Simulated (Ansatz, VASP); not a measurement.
# B10Pt in VASP and in Ansatz

```
CELL_PARAMETERS angstrom
6.47650 0.00000 0.00000
-3.23825 5.60881 0.00000
0.00000 0.00000 3.10069
ATOMIC_POSITIONS crystal
B 0.33333 0.66667 0.50000
B 0.66667 0.33333 0.50000
B 0.37206 0.15240 0.50000
B 0.84760 0.21966 0.50000
B 0.78034 0.62794 0.50000
B 0.15240 0.37206 0.50000
B 0.21966 0.84760 0.50000
B 0.62794 0.78034 0.50000
B 0.33333 0.66667 0.00000
B 0.66667 0.33333 0.00000
Pt 0.00000 0.00000 0.50000
```

Alike in both runs: task relaxation of cell and atoms; functional PBE; k mesh 6 × 6 × 12; occupations gaussian, width 0.1 eV; no spin polarisation.

|  | VASP | Ansatz |
| --- | --- | --- |
| version | VASP 6.6.1 | Ansatz 0.2.0 |
| potentials or method | VASP PAW PBE potentials, release 64 (B, Pt), cutoff 600 eV | scalar-relativistic, plane waves, PAW |
| valence electrons in the cell | 40 | 48 |

VASP gave:

```
gap on the k mesh at the Fermi level, each at its own relaxed structure (eV) : none
relaxed volume (Å³/atom)                                                     : 10.25
relaxed cell length with the largest relative difference (Å)                 : 3.091
```

**Question.** Which values does Ansatz return?

**Answer.** gap on the k mesh at the Fermi level, each at its own relaxed structure (eV): none; relaxed volume (Å³/atom): 10.26; relaxed cell length with the largest relative difference (Å): 3.092.

A gap of «none» marks a metal or a gap that the smearing closes. VASP's potentials hold 40 valence electrons a cell and Ansatz's 48, so a difference there can come from the potentials and not from the codes.

Spin-orbit coupling is off throughout.
